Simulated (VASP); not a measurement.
# BN (R3m) in VASP: a series of runs

Aim: see how the results for BN move with the level of theory and the settings. Levels: PBEsol, r2SCAN. Tasks: relaxation of cell and atoms, single point.

All numbers are computed with VASP 6.6.1; they aren't measurements. Logs are shortened: lines on timing, memory, paths and dates and some standing lists are left out, and cuts for length are marked.

### 1 The cell of the first run

Symmetry: R3m, No. 160, trigonal system. Conventional cell: a = 2.502 Å, b = 2.502 Å, c = 10.119 Å, α = 90.00°, β = 90.00°, γ = 120.00°. Within 1.9 Å of N (site symmetry 3m) lie 3 B at 1.44 Å. Within 1.9 Å of B (site symmetry 3m) lie 3 N at 1.44 Å.

### 2 Relaxation of cell and atoms, PBEsol, target pressure 30 GPa, at which the enthalpy is minimised

INCAR

```
ALGO     = Normal         # electronic algorithm
EDIFF    = 1E-6           # SCF threshold, eV
EDIFFG   = -0.005         # ionic threshold
ENCUT    = 600            # plane-wave cutoff, eV
GGA      = PS             # functional
IBRION   = 2              # ionic algorithm
ISIF     = 3              # what is computed and relaxed
ISMEAR   = -1             # smearing method
LASPH    = T              # aspherical terms in the spheres
LCHARG   = F              # write CHGCAR
LREAL    = F              # projectors in reciprocal space
LWAVE    = F              # write WAVECAR
NELM     = 60             # most SCF steps
NSW      = 80             # ionic steps
PREC     = Accurate       # precision mode
PSTRESS  = 300.0        
SIGMA    = 0.05           # smearing width, eV
```

KPOINTS

```
k-points
0
Gamma
  12 12 12
```

POSCAR

```
BN
1.0
    1.2511217832      0.7223354983      3.3729344033
   -1.2511217832      0.7223354983      3.3729344033
    0.0000000000     -1.4446709966      3.3729344033
N B
1 1
Direct
    0.6672382000      0.6672382000      0.6672382000
    0.0003288000      0.0003288000      0.0003288000
```

Potentials or basis: VASP PAW PBE potentials, release 64 (N, B).

Command:

```
$ cat potpaw_PBE.64/N/POTCAR potpaw_PBE.64/B/POTCAR > POTCAR
$ mpirun -np 1 vasp_std > vasp.out
```

OUTCAR:

```text
EDIFF = 1E-6
   EDIFFG = -0.005
   ENCUT = 600
   GGA = PS
   IBRION = 2
   ISIF = 3
   ISMEAR = -1
   LASPH = T
   LREAL = F
   NELM = 60
   NSW = 80
   PREC = Accurate
   PSTRESS = 300.0

 ion  position               nearest neighbor table
   1  0.667  0.667  0.667-   2 1.44   2 1.44   2 1.44
   2  0.000  0.000  0.000-   1 1.44   1 1.44   1 1.44

  LATTYP: Found a trigonal (rhomboedric) cell.
 ALAT       =     3.6692997666
 COS(alpha) =     0.7674786797

  Lattice vectors:

 A1 = (   1.2511217832,   0.7223354983,   3.3729344033)
 A2 = (  -1.2511217832,   0.7223354983,   3.3729344033)
 A3 = (   0.0000000000,  -1.4446709966,   3.3729344033)

Analysis of symmetry for initial positions (statically):
=====================================================================
 Subroutine PRICEL returns:
 Original cell was already a primitive cell.

 Routine SETGRP: Setting up the symmetry group for a
 trigonal (rhombohedral) supercell.

 Subroutine GETGRP returns: Found  6 space group operations
 (whereof  6 operations were pure point group operations)
 out of a pool of 12 trial point group operations.

The static configuration has the point symmetry C_3v.

Analysis of symmetry for dynamics (positions and initial velocities):
=====================================================================
 Subroutine PRICEL returns:
 Original cell was already a primitive cell.

 Routine SETGRP: Setting up the symmetry group for a
 trigonal (rhombohedral) supercell.

 Subroutine GETGRP returns: Found  6 space group operations
 (whereof  6 operations were pure point group operations)
 out of a pool of 12 trial point group operations.

The dynamic configuration has the point symmetry C_3v.

 Subroutine INISYM returns: Found  6 space group operations
 (whereof  6 operations are pure point group operations),
 and found     1 'primitive' translations

----------------------------------------------------------------------------------------

                                     Primitive cell

  volume of cell :      18.2893

  direct lattice vectors                    reciprocal lattice vectors
     1.251121783  0.722335498  3.372934403     0.399641351  0.230733042  0.098825916
    -1.251121783  0.722335498  3.372934403    -0.399641351  0.230733042  0.098825916
     0.000000000 -1.444670997  3.372934403     0.000000000 -0.461466083  0.098825916

  length of vectors
     3.669299767  3.669299767  3.669299767     0.471929558  0.471929558  0.471929558

  position of ions in fractional coordinates (direct lattice)
     0.667238200  0.667238200  0.667238200
     0.000328800  0.000328800  0.000328800

  ion indices of the primitive-cell ions
   primitive index   ion index
                 1           1
                 2           2

----------------------------------------------------------------------------------------

 KPOINTS: k-points

Automatic generation of k-mesh.
 Grid dimensions read from file:
 generate k-points for:   12   12   12

 Generating k-lattice:

  Cartesian coordinates                     Fractional coordinates (reciprocal lattice)
     0.033303446  0.019227753  0.008235493     0.083333333  0.000000000  0.000000000
    -0.033303446  0.019227753  0.008235493     0.000000000  0.083333333  0.000000000
     0.000000000 -0.038455507  0.008235493     0.000000000  0.000000000  0.083333333

  Length of vectors
     0.039327463  0.039327463  0.039327463

  Shift w.r.t. Gamma in fractional coordinates (k-lattice)
     0.000000000  0.000000000  0.000000000

 Subroutine IBZKPT returns following result:
 ===========================================

 Found    189 irreducible k-points:

 Following reciprocal coordinates:
            Coordinates               Weight
  0.000000  0.000000  0.000000      1.000000
  0.083333 -0.000000 -0.000000      6.000000
  0.166667 -0.000000  0.000000      6.000000
  0.250000 -0.000000 -0.000000      6.000000
  0.333333 -0.000000  0.000000      6.000000
  0.416667 -0.000000 -0.000000      6.000000
[... 16 lines left out ...]
  0.500000  0.166667 -0.000000     12.000000
 -0.416667  0.166667  0.000000     12.000000
 [... further k-points ...]
   k-points           NKPTS =    189   k-points in BZ     NKDIM =    189   number of bands    NBANDS=      8
   number of dos      NEDOS =    301   number of ions     NIONS =      2
   total plane-waves  NPLWV =  27000
   dimension x,y,z NGX =    30 NGY =   30 NGZ =   30
   dimension x,y,z NGXF=    60 NGYF=   60 NGZF=   60
   ions per type =               1   1
   NGX,Y,Z   is equivalent  to a cutoff of  13.59, 13.59, 13.59 a.u.
   NGXF,Y,Z  is equivalent  to a cutoff of  27.18, 27.18, 27.18 a.u.
 SYSTEM =  unknown system
   PREC   = accura    normal or accurate (medium, high low for compatibility)
   ISTART =      0    job   : 0-new  1-cont  2-samecut
   ICHARG =      2    charge: 1-file 2-atom 10-const
   ISPIN  =      1    spin polarized calculation?
   LNONCOLLINEAR =      F non collinear calculations
   LSORBIT =      F    spin-orbit coupling
   LASPH  =      T    aspherical Exc in radial PAW
   ENCUT  =  600.0 eV  44.10 Ry    6.64 a.u.   7.33  7.33  7.33*2*pi/ulx,y,z
   NELM   =     60;   NELMIN=  2; NELMDL= -5     # of ELM steps
   EDIFF  = 0.1E-05   stopping-criterion for ELM
   LREAL  =      F    real-space projection
   EDIFFG = -.5E-02   stopping-criterion for IOM
   NSW    =     80    number of steps for IOM
   IBRION =      2    ionic relax: 0-MD 1-quasi-New 2-CG
   NFREE  =      1    steps in history (QN), initial steepest desc. (CG)
   ISIF   =      3    stress and relaxation
   ISYM   =      2    0-nonsym 1-usesym 2-fastsym
   POTIM  = 0.5000    time-step for ionic-motion
   TEBEG  =    0.0;   TEEND  =   0.0 temperature during run
   PSTRESS=  300.0 pullay stress
   NELECT =       8.0000    total number of electrons
   NUPDOWN=      -1.0000    fix difference up-down
   EMIN   =  10.00;   EMAX   =-10.00  energy-range for DOS
   EFERMI =   0.00;   METHOD = LEGACY
   ISMEAR =    -1;   SIGMA  =   0.05  broadening in eV -4-tet -1-fermi 0-gaus
   EFERMI_NEDOS =   21; number of points for ismear=-14 and -15
   IALGO  =     38    algorithm
   IMIX   =      4    mixing-type and parameters
     AMIX     =   0.40;   BMIX     =  1.00
     AMIX_MAG =   1.60;   BMIX_MAG =  1.00
  volume/ion in A,a.u.               =       9.14        61.71
  Fermi-wavevector in a.u.,A,eV,Ry     =   1.242717  2.348395 21.012099  1.544346
  Thomas-Fermi vector in A             =   2.377059
   LORBIT       =      0    0 simple, 1 ext, 2 COOP (PROOUT), +10 PAW based schemes
   GGA     = PS    functional components
   LHFCALC =     F    Hartree Fock is set to
   AEXX    =    0.0000 exact exchange contribution
   IVDW    =     0    specifies the selected vdW correction
   LEPSILON=     F    determine dielectric tensor
   LRPA    =     F    only Hartree local field effects (RPA)
 conjugate gradient relaxation of ions
 non-spin polarized calculation
  energy-cutoff  :      600.00
  volume of cell :       18.29
 maximum number of plane-waves:       624
 NGX is ok and might be reduce to    30
   NGX = 15   NGY = 15   NGZ = 15

--------------------------------------- Ionic step        1  -------------------------------------------

 number of electron       8.0000000 magnetization

 Free energy of the ion-electron system (eV)
  ---------------------------------------------------
  ext. energy  EPLUGINS =         0.00000000
  ---------------------------------------------------
  free energy    TOTEN  =       -18.28800152 eV

  energy without entropy =      -18.28800152  energy(sigma->0) =      -18.28800152

------------------------ aborting loop because EDIFF is reached ----------------------------------------

  FORCE on cell =-STRESS in cart. coord.  units (eV):
  Direction    XX          YY          ZZ          XY          YZ          ZX
  --------------------------------------------------------------------------------------
  -------------------------------------------------------------------------------------
  Total        0.1319045      0.1319045      0.0248974      0.0000000      0.0000000      0.0000000
  in kB       11.5550700     11.5550700      2.1810534      0.0000000      0.0000000      0.0000000
  external PRESSURE =    -291.5696022 kB  Pullay stress =     300.0000000 kB
[... 93 lines left out ...]
  FREE ENERGIE OF THE ION-ELECTRON SYSTEM (eV)
  ---------------------------------------------------
  free  energy   TOTEN  =       -18.1402203062 eV

  energy  without entropy=      -18.1402203062  energy(sigma->0) =      -18.14022031

  enthalpy is  TOTEN    =       -15.0381390039 eV   P V=        3.1020813023

[... ionic steps 4 to 17 ...]

--------------------------------------- Ionic step       18  -------------------------------------------

 number of electron       8.0000000 magnetization

------------------------ aborting loop because EDIFF is reached ----------------------------------------

  FORCE on cell =-STRESS in cart. coord.  units (eV):
  Direction    XX          YY          ZZ          XY          YZ          ZX
  --------------------------------------------------------------------------------------
  -------------------------------------------------------------------------------------
  Total        2.4709317      2.4709317      2.4622077      0.0000000      0.0000000     -0.0000000
  in kB      302.6572667    302.6572667    301.5886939      0.0000000      0.0000000     -0.0000000
  external PRESSURE =       2.3010758 kB  Pullay stress =     300.0000000 kB
[... 61 lines left out ...]
  enthalpy is  TOTEN    =       -15.5189894597 eV   P V=        2.4498322663

--------------------------------------- Ionic step       20  -------------------------------------------

 number of electron       8.0000000 magnetization

 Free energy of the ion-electron system (eV)
  ---------------------------------------------------
  ext. energy  EPLUGINS =         0.00000000
  ---------------------------------------------------
  free energy    TOTEN  =       -17.96873475 eV

  energy without entropy =      -17.96873475  energy(sigma->0) =      -17.96873475

 E-fermi :   6.7771     XC(G=0): -12.2944

 val. band max:        5.7270594078   @ k =  -0.2500   0.2500   0.0000
 cond. band min:       8.9743911057   @ k =   0.5000   0.5000  -0.0000
 fundamental gap:      3.2473316980
 Fermi energy:         6.7770824643

 k-point     1 :       0.0000    0.0000    0.0000
  band No.  band energies     occupation
      1     -13.7239      2.00000
      2       3.6449      2.00000
      3       4.1229      2.00000
      4       4.1229      2.00000
      5      13.3677      0.00000
      6      17.2632      0.00000
      7      17.2632      0.00000
      8      18.6463      0.00000
[... 243 lines left out ...]
 k-point    24 :      -0.4167    0.1667    0.0000
  band No.  band energies     occupation
      1      -9.4871      2.00000
      2      -4.0794      2.00000
      3      -0.0625      2.00000
      4       5.2965      2.00000
      5      10.8748      0.00000
      6      17.8747      0.00000
      7      20.2323      0.00000
      8      21.9312      0.00000

 [... further k-points ...]
[... 5 lines left out ...]
  --------------------------------------------------------------------------------------
  -------------------------------------------------------------------------------------
  Total        2.4523793      2.4523793      2.4439684      0.0000000      0.0000000      0.0000000
  in kB      300.3226679    300.3226678    299.2926554      0.0000000      0.0000000      0.0000000
  external PRESSURE =      -0.0206696 kB  Pullay stress =     300.0000000 kB
[... 17 lines left out ...]
  FREE ENERGIE OF THE ION-ELECTRON SYSTEM (eV)
  ---------------------------------------------------
  free  energy   TOTEN  =       -17.9687347464 eV

  energy  without entropy=      -17.9687347464  energy(sigma->0) =      -17.96873475

  enthalpy is  TOTEN    =       -15.5189903189 eV   P V=        2.4497444276

 reached required accuracy - stopping structural energy minimisation
```

It took 6.3 min on 1 thread of Intel Xeon Platinum 8488C (Sapphire Rapids), shared host; peak memory 0.19 GiB.

What came out:

- Free energy: -17.9687 eV
- Relaxed volume: 6.54 Å³/atom
- Relaxed cell: a = 2.870 Å, b = 2.870 Å, c = 2.870 Å, α = 50.79°, β = 50.79°, γ = 50.79°
- Space group after relaxing (to 0.05 Å): R3m (No. 160)
- Energy change on relaxing (the enthalpy is what falls): +159.6 meV/atom
- Ionic steps: 20
- Pressure after relaxing: 30.0 GPa
- Band gap on the k mesh: 3.25 eV, indirect (least direct gap 5.03 eV)

Stress tensor (GPa, compression positive):
```
30.03  0.00  0.00
 0.00 30.03  0.00
 0.00  0.00 29.93
```

Step by step:
| step | energy change (eV) | largest force (eV/Å) | pressure (GPa) | volume (Å³) |
| --- | --- | --- | --- | --- |
| 1 | 0.0000 | 0.0026 | 0.84 | 18.29 |
| 2 | 0.9878 | 0.0251 | 94.10 | 14.23 |
| 3 | 0.1478 | 0.0067 | 28.98 | 16.57 |
| 4 | 0.1355 | 0.0652 | 28.30 | 15.26 |
| 5 | 1.1101 | 1.9094 | 61.67 | 11.16 |
| 6 | 0.2074 | 0.2357 | 30.32 | 13.92 |
| 7 | 0.3411 | 0.4710 | 34.53 | 13.06 |
| 8 | 0.3035 | 0.4061 | 33.32 | 13.25 |
| 9 | 0.2420 | 0.0645 | 20.48 | 13.56 |
| 10 | 0.2631 | 0.2131 | 26.01 | 13.42 |
| 11 | 0.2923 | 0.1068 | 30.96 | 13.24 |
| 12 | 0.2807 | 0.0088 | 29.37 | 13.30 |
| 13 | 0.2927 | 0.0017 | 29.51 | 13.23 |
| 14 | 0.3100 | 0.0161 | 29.67 | 13.13 |
| 15 | 0.3152 | 0.0228 | 29.68 | 13.11 |
| 16 | 0.3162 | 0.0243 | 29.68 | 13.10 |
| 17 | 0.3262 | 0.0055 | 31.21 | 13.05 |
| 18 | 0.3198 | 0.0173 | 30.23 | 13.08 |
| 19 | 0.3192 | 0.0038 | 29.95 | 13.08 |
| 20 | 0.3193 | 0.0007 | 30.00 | 13.08 |

Final structure:
```cif
data_structure
_symmetry_space_group_name_H-M 'P 1'
_symmetry_Int_Tables_number 1
_cell_length_a 2.8697
_cell_length_b 2.8697
_cell_length_c 2.8697
_cell_angle_alpha 50.794
_cell_angle_beta 50.794
_cell_angle_gamma 50.794
_cell_volume 13.08
loop_
_atom_site_label
_atom_site_type_symbol
_atom_site_fract_x
_atom_site_fract_y
_atom_site_fract_z
_atom_site_occupancy
N1 N 0.67208 0.67208 0.67208 1
B1 B 0.99549 0.99549 0.99549 1
```

Levels at points of the mesh, in eV from the valence-band top:
| k point | band 1 | band 2 | band 3 | band 4 | band 5 | band 6 | band 7 | band 8 |
| --- | --- | --- | --- | --- | --- | --- | --- | --- |
| (0.00, 0.00, 0.00) | -19.45 | -2.08 | -1.60 | -1.60 | 7.64 | 11.54 | 11.54 | 12.92 |
| (0.50, 0.00, 0.00) | -15.55 | -10.24 | -4.39 | -0.16 | 5.21 | 11.00 | 14.74 | 18.93 |
| (0.50, 0.50, 0.00) | -14.97 | -9.39 | -5.02 | -2.76 | 3.25 | 9.11 | 17.00 | 21.85 |
| (0.50, 0.50, 0.50) | -17.58 | -8.94 | -1.87 | -1.87 | 11.13 | 11.13 | 12.66 | 13.39 |

Caveat: the cell is relaxed towards a set pressure, so the enthalpy falls and the energy may rise; the volume moved by over 15 % at a fixed basis, so the end points are rough; the PAW data sets were made with another functional, which shifts forces and pressure a little. A k mesh can miss the band edges.

[end of part 1 of 2]
